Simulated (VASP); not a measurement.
A run of VASP 6.6.1 is set up as follows.

The input INCAR:

```
PREC     = Accurate       # precision mode
ENCUT    = 600            # plane-wave cutoff, eV
EDIFF    = 1E-6           # SCF threshold, eV
ISMEAR   = 0              # smearing method
SIGMA    = 0.1            # smearing width, eV
LREAL    = F              # projectors in reciprocal space
LASPH    = T              # aspherical terms in the spheres
NELM     = 150            # most SCF steps
ALGO     = Normal         # electronic algorithm
ISIF     = 3              # what is computed and relaxed
LWAVE    = F              # write WAVECAR
LCHARG   = F              # write CHGCAR
ISPIN    = 2              # spin polarisation
MAGMOM   = 4 4 0          # initial moments
LORBIT   = 11             # projections on sites
LMAXMIX  = 4              # l up to which the mixer works
GGA      = PE             # functional
IBRION   = 2              # ionic algorithm
NSW      = 90             # ionic steps
EDIFFG   = -0.04          # ionic threshold
```

KPOINTS

```
Automatic mesh
0
Gamma
  6 6 6
```

Contents of POSCAR:

```
Fe2Pt
1.0
    4.1810489600      0.0000000000      0.0000000000
   -2.0905244800      3.6208946200      0.0000000000
    0.0000000000      0.0000000000      2.5603591400
Fe Pt
2 1
Direct
    0.3333333300      0.6666666700      0.3333333300
    0.6666666700      0.3333333300      0.6666666700
    0.0000000000      0.0000000000      0.0000000000
```

Potentials or basis: VASP PAW PBE potentials, release 64 (Fe, Pt).

Run with:

```sh
$ cat potpaw_PBE.64/Fe/POTCAR potpaw_PBE.64/Pt/POTCAR > POTCAR
$ mpirun -np 1 vasp_std > vasp.out
```

**Question.** What does it give for the relaxed volume?

**Answer.** 13.38 Å³/atom.

**Question.** Predict the band gap on the k mesh.

**Answer.** Zero (filled and empty bands overlap).

**Question.** What does it give for the site moments?

**Answer.** Fe +2.77; Pt +0.41 μB.

Final structure:
```xyz
3
Lattice="4.1875 0.0000 0.0000 -2.0938 3.6265 0.0000 0.0000 0.0000 2.6438" Properties=species:S:1:pos:R:3 pbc="T T T"
Fe    0.0000    2.4177    1.0231
Fe    2.0937    1.2088    1.6207
Pt    0.0000    0.0000    0.0000
```

Caveat: the k points lie up to 0.40 Å⁻¹ apart in the final cell; spin-orbit coupling is left out, which moves the levels of the heavy elements.
